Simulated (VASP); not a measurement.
# C: single point with r2SCAN

Crystal: C.

```
C
1.0
     2.53481    0.00000    0.00000
    -1.26741    2.19521    0.00000
     0.00000    0.00000    8.36153
C
8
Direct
  0.00000 0.00000 0.09294
  0.00000 0.00000 0.59294
  0.00000 0.00000 0.40706
  0.00000 0.00000 0.90706
  0.33333 0.66667 0.15545
  0.66667 0.33333 0.65545
  0.33333 0.66667 0.34455
  0.66667 0.33333 0.84455
```

| Property | Result |
| --- | --- |
| Program | VASP 6.6.1 |
| Task | single point |
| Functional | r2SCAN |
| Potentials or basis | VASP PAW PBE potentials, release 64 (C) |
| Cutoff | 520 eV |
| k mesh | 12 × 12 × 4 |
| Occupations | gaussian, width 0.02 eV |
| Spin | no spin polarisation |
| Dipole correction | no |
| Further INCAR settings | ALGO = Normal; EDIFF = 1e-06; NBANDS = 26 |

```json
{
 "Pressure": "-11.6 GPa",
 "Largest force": "0.003 eV/Å",
 "Band gap on the k mesh": "4.70 eV (least direct gap 5.49 eV)"
}
```

Forces on the atoms (eV/Å):
```
C    0.000  0.000  0.000
C    0.000  0.000  0.000
C    0.000  0.000  0.000
C    0.000  0.000  0.000
C    0.000  0.000  0.003
C    0.000  0.000  0.003
C    0.000  0.000 -0.003
C    0.000  0.000 -0.003
```

Levels at points of the mesh, in eV from the valence-band top:
| k point | band 13 | band 14 | band 15 | band 16 | band 17 | band 18 | band 19 | band 20 |
| --- | --- | --- | --- | --- | --- | --- | --- | --- |
| (0.00, 0.00, 0.00) | -1.80 | -0.21 | 0.00 | 0.00 | 5.49 | 5.49 | 5.65 | 7.38 |
| (0.50, 0.00, 0.00) | -5.09 | -4.86 | -3.78 | -3.08 | 4.78 | 5.74 | 6.23 | 6.27 |
| (0.00, 0.00, 0.50) | -0.67 | -0.67 | -0.67 | -0.67 | 6.29 | 6.29 | 6.29 | 6.29 |
| (0.50, 0.00, 0.50) | -4.88 | -4.88 | -3.79 | -3.79 | 5.13 | 5.13 | 7.28 | 7.28 |

It took 94 s on 1 thread of Intel(R) Xeon(R) 6975P-C (Granite Rapids) (shared host), peak memory 0.19 GiB.

Caveat: the cell stands under tension; the PAW data sets were made with another functional, which shifts forces and pressure a little. A k mesh can miss the band edges.
